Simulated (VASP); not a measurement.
Write the native input for VASP 6.6.1 that does the following.

- Task: single point
- Functional: PBE
- Potentials or basis: VASP PAW PBE potentials, release 64 (Ti_sv, O)
- Cutoff: 520 eV
- k mesh: 5 × 3 × 4
- Occupations: fermi-dirac, width 0.02 eV
- Spin: no spin polarisation
- Dipole correction: no
- Further INCAR settings: LREAL = Auto; ALGO = Normal; EDIFF = 1e-07; NBANDS = 114

The structure of TiO2 lies in POSCAR:

```
TiO2
1.0
    5.1450000000      0.0000000000      0.0000000000
    0.0000000000      9.1840000000      0.0000000000
    0.0000000000      0.0000000000      5.4470000000
Ti O
8 16
Direct
    0.1389099612      0.1289821072      0.9051278503
    0.6389099612      0.3710178928      0.0948721497
    0.8610900388      0.6289821072      0.5948721497
    0.3610900388      0.8710178928      0.4051278503
    0.8610900388      0.8710178928      0.0948721497
    0.3610900388      0.6289821072      0.9051278503
    0.1389099612      0.3710178928      0.4051278503
    0.6389099612      0.1289821072      0.5948721497
    0.8156300342      0.0095724890      0.8506469175
    0.3156300342      0.4904275110      0.1493530825
    0.1843699658      0.5095724890      0.6493530825
    0.6843699658      0.9904275110      0.3506469175
    0.1843699658      0.9904275110      0.1493530825
    0.6843699658      0.5095724890      0.8506469175
    0.8156300342      0.4904275110      0.3506469175
    0.3156300342      0.0095724890      0.6493530825
    0.4641058467      0.2301473938      0.8909193146
    0.9641058467      0.2698526062      0.1090806854
    0.5358941533      0.7301473938      0.6090806854
    0.0358941533      0.7698526062      0.3909193146
    0.5358941533      0.7698526062      0.1090806854
    0.0358941533      0.7301473938      0.8909193146
    0.4641058467      0.2698526062      0.3909193146
    0.9641058467      0.2301473938      0.6090806854
```

The input as run:

INCAR

```
SYSTEM = TiO2
ALGO = Normal ; EDIFF = 1E-7
ENCUT = 520 ; GGA = PE
ISIF = 2 ; ISMEAR = -1
LASPH = .TRUE. ; LCHARG = .FALSE.
LREAL = Auto ; LWAVE = .FALSE.
NBANDS = 114 ; NELM = 80
PREC = Accurate ; SIGMA = 0.02
```

KPOINTS

```
k-points
0
G
  5 3 4
  0 0 0
```

Potentials or basis: VASP PAW PBE potentials, release 64 (Ti_sv, O).

Run with:

```bash
$ cat potpaw_PBE.64/Ti_sv/POTCAR potpaw_PBE.64/O/POTCAR > POTCAR
$ mpirun -np 1 vasp_std > vasp.out
```

Results of the run:

| Property | Result |
| --- | --- |
| Pressure | 5.3 GPa |
| Largest force | 0.042 eV/Å |
| Band gap on the k mesh | 2.34 eV |

Caveat: the cell stands under pressure.

It took 29 min on 1 thread of Intel Xeon 8259CL, on a shared host, peak memory 0.53 GiB.
